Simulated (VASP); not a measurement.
Crystal: CdS.

```
Cd S
1.0
     0.00000    2.75324    2.75324
     2.75324    0.00000    2.75324
     2.75324    2.75324    0.00000
Cd S
1 1
Direct
  0.00000 0.00000 0.00000
  0.50000 0.50000 0.50000
```

```yaml
Program: VASP 6.6.1
Task: relaxation of cell and atoms
Functional: PBEsol
Potentials_or_basis: VASP PAW PBE potentials, release 64 (Cd, S)
Cutoff: 600 eV
k_mesh: 8 × 8 × 8
Occupations: fermi-dirac, width 0.05 eV
Spin: no spin polarisation
```

At the start: pressure -4.0 GPa; volume 20.87 Å³/atom.

Q: How do energy, volume and symmetry change on relaxing?

A: Over 3 steps the energy falls by 14.5 meV/atom and the volume is 19.77 Å³/atom (-5.3 %); space group Fm-3m (No. 225, to 0.05 Å).

Step by step:
| step | energy change (eV) | largest force (eV/Å) | pressure (GPa) | volume (Å³) |
| --- | --- | --- | --- | --- |
| 1 | 0.0000 | 0.0000 | -4.00 | 41.74 |
| 2 | -0.0236 | 0.0000 | 1.99 | 38.67 |
| 3 | -0.0289 | 0.0000 | 0.00 | 39.54 |

Final structure:
```
CELL_PARAMETERS angstrom
0.00000 2.70403 2.70403
2.70403 0.00000 2.70403
2.70403 2.70403 0.00000
ATOMIC_POSITIONS crystal
Cd 0.00000 0.00000 0.00000
S 0.50000 0.50000 0.50000
```

Caveat: the PAW data sets were made with another functional, which shifts forces and pressure a little.
